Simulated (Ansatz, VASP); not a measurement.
**Two plane-wave programs on Zn**

The input INCAR:

```
PREC     = Accurate       # precision mode
ENCUT    = 520            # plane-wave cutoff, eV
EDIFF    = 1E-8           # SCF threshold, eV
ISMEAR   = -1             # smearing method
SIGMA    = 0.03           # smearing width, eV
LREAL    = F              # projectors in reciprocal space
LASPH    = T              # aspherical terms in the spheres
NELM     = 60             # most SCF steps
ALGO     = Normal         # electronic algorithm
ISIF     = 2              # what is computed and relaxed
LWAVE    = F              # write WAVECAR
LCHARG   = F              # write CHGCAR
GGA      = PE             # functional
LEFG     = T            
NBANDS   = 19             # bands
```

Contents of KPOINTS:

```
Automatic mesh
0
Gamma
  16 16 8
```

POSCAR

```
Zn
1.0
    2.6287828538      0.0000000000      0.0000000000
   -1.3143914269      2.2765927324      0.0000000000
    0.0000000000      0.0000000000      4.8798445072
Zn
2
Direct
    0.3333333333      0.6666666667      0.2500000000
    0.6666666667      0.3333333333      0.7500000000
```

Input for Ansatz:

```yaml
crystal:
  lattice:
    - [2.6287828538, 0.0, 0.0]
    - [-1.3143914269, 2.2765927324, 0.0]
    - [0.0, 0.0, 4.8798445072]
  atoms:
    - { symbol: Zn, position: [0.3333333333, 0.6666666667, 0.25] }
    - { symbol: Zn, position: [0.6666666667, 0.3333333333, 0.75] }
kpoints:
  mp_grid: { grid: [16, 16, 8] }
scf:
  occupations: { method: fermi_dirac, width: 0.03 }
hamiltonian:
  xc: pbe
  pseudopotentials: { kind: paw }
output:
  forces: true
  stress: true
  eigenvalues: true
  efg: { contact_densities: true }
  write_density: true
  write_potential: true
  elf: true
  volumetric_format: npy
```

Change from the starting cell: volume scaled by 0.96, PAW files.

Alike in both runs: task electric field gradients; functional PBE; k mesh 16 × 16 × 8; occupations fermi-dirac, width 0.03 eV; no spin polarisation.

```csv
,VASP,Ansatz
version,VASP 6.6.1,Ansatz 0.2.0
potentials or method,"VASP PAW PBE potentials, release 64 (Zn)","PAW with Ansatz's default frozen-core files, scalar-relativistic"
plane-wave cutoff (eV),520,420
valence electrons in the cell,24,24
```

Ansatz gave:

```
pressure (GPa)                                                : 2.9
traceless stress, the component that is largest in VASP (GPa) : -1.06
size of Vzz on the site where it differs most (V/Å²)          : 40.1
```

Q: Which values does VASP return?

A: Pressure (GPa): 3.2; traceless stress, the component that is largest in VASP (GPa): -1.22; size of Vzz on the site where it differs most (V/Å²): 40.6.
